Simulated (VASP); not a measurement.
Input of a VASP 6.6.1 run:

Contents of INCAR:

```
PREC = Accurate ; ENCUT = 600
EDIFF = 1E-7 ; ISMEAR = 0
SIGMA = 0.02 ; LREAL = False
LASPH = True ; NELM = 120
ALGO = Normal ; ISIF = 3
LWAVE = False ; LCHARG = False
GGA = PE ; IBRION = 2
NSW = 100 ; EDIFFG = -0.01
GGA_COMPAT = False ; NELMIN = 4
```

The input KPOINTS:

```
Automatic mesh
0
Gamma
  6 6 6
```

POSCAR

```
TiBrF3
1.0
    4.4794916244      2.5862356952      2.1530057431
   -4.4794916244      2.5862356952      2.1530057431
    0.0000000000     -5.1724713903      2.1530057431
Ti Br F
1 1 3
Direct
    0.9615016503      0.9615016503      0.9615016503
    0.5989370923      0.5989370923      0.5989370923
    0.2685928574      0.9490718799      0.9490718799
    0.9490718799      0.9490718799      0.2685928574
    0.9490718799      0.2685928574      0.9490718799
```

Potentials or basis: VASP PAW PBE potentials, release 64 (Ti_sv, Br, F).

The run is started by

```sh
$ cat potpaw_PBE.64/Ti_sv/POTCAR potpaw_PBE.64/Br/POTCAR potpaw_PBE.64/F/POTCAR > POTCAR
$ mpirun -np 1 vasp_std > vasp.out
```

**Question.** Predict the band gap on the k mesh.

**Answer.** 3.48 eV.

**Question.** Estimate the space group after relaxing (to 0.1 Å).

**Answer.** R3m (No. 160).

Final structure:
```
Ti Br F
1.0
     4.32548    2.49732    2.10096
    -4.32548    2.49732    2.10096
     0.00000   -4.99463    2.10096
Ti Br F
1 1 3
Direct
  0.96095 0.96095 0.96095
  0.59016 0.59016 0.59016
  0.28004 0.94801 0.94801
  0.94801 0.94801 0.28004
  0.94801 0.28004 0.94801
```

A k mesh can miss the band edges.
